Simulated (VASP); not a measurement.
# SbSe2: relaxation of cell and atoms with PBE

The system is SbSe2.

```
CELL_PARAMETERS angstrom
3.74224 0.00000 0.00000
-1.87112 3.24087 0.00000
0.00000 0.00000 6.82324
ATOMIC_POSITIONS crystal
Sb 0.00000 0.00000 0.00000
Se 0.66667 0.33333 0.75428
Se 0.33333 0.66667 0.24572
```

```json
{
 "Program": "VASP 6.6.1",
 "Task": "relaxation of cell and atoms",
 "Functional": "PBE",
 "Potentials or basis": "VASP PAW PBE potentials, release 64 (Sb, Se)",
 "Cutoff": "600 eV",
 "k mesh": "6 × 6 × 4",
 "Occupations": "gaussian, width 0.1 eV",
 "Spin": "no spin polarisation",
 "Dipole correction": "no",
 "Further INCAR settings": "ALGO = Normal; EDIFF = 1e-07; IBRION = 2; EDIFFG = -0.04; NSW = 90; ISIF = 3"
}
```

```
Relaxed volume                         : 29.71 Å³/atom
Relaxed cell                           : a = 3.888 Å, b = 3.888 Å, c = 6.806 Å, α = 90.00°, β = 90.00°, γ = 120.00°
Space group after relaxing (to 0.05 Å) : P-3m1 (No. 164)
Energy gained by relaxing              : 34.2 meV/atom
Ionic steps                            : 5
Pressure after relaxing                : 0.0 GPa
Largest force after relaxing           : 0.005 eV/Å
```

Forces on the atoms (eV/Å):
```
Sb   0.000  0.000  0.000
Se   0.000  0.000 -0.005
Se   0.000  0.000  0.005
```

The path:
```csv
step,energy change (eV),largest force (eV/Å),pressure (GPa),volume (Å³)
1,0.0000,0.4431,4.63,82.75
2,-0.0568,0.5479,-2.38,92.66
3,-0.0901,0.2066,-0.09,88.65
4,-0.1007,0.0764,-0.02,88.94
5,-0.1027,0.0048,0.03,89.12
```

Final structure:
```
Sb Se
1.0
     3.88848    0.00000    0.00000
    -1.94424    3.36752    0.00000
     0.00000    0.00000    6.80607
Sb Se
1 2
Direct
  0.00000 0.00000 0.00000
  0.66667 0.33333 0.75434
  0.33333 0.66667 0.24566
```

Levels at points of the mesh, in eV from the Fermi level:
```csv
k point,band 5,band 6,band 7,band 8,band 9,band 10,band 11,band 12
"(0.00, 0.00, 0.00)",-1.43,-1.43,-0.85,-0.85,-0.66,1.69,2.59,2.59
"(0.50, 0.00, 0.00)",-3.57,-3.16,-1.91,-1.01,-0.49,2.25,3.42,4.32
"(0.00, 0.00, 0.50)",-1.46,-1.46,-0.78,-0.78,0.48,1.39,2.47,2.47
"(0.50, 0.00, 0.50)",-3.14,-3.09,-1.51,-1.20,-0.99,2.83,3.01,3.78
```

Wall time 98 s on 1 thread of Intel(R) Xeon(R) Platinum 8488C (Sapphire Rapids), on a shared host, peak memory 0.24 GiB.

Caveat: spin-orbit coupling is left out, which moves the levels of the heavy elements; this functional lacks dispersion, which binds the layers, so the pressure and a relaxed spacing across them are unreliable.
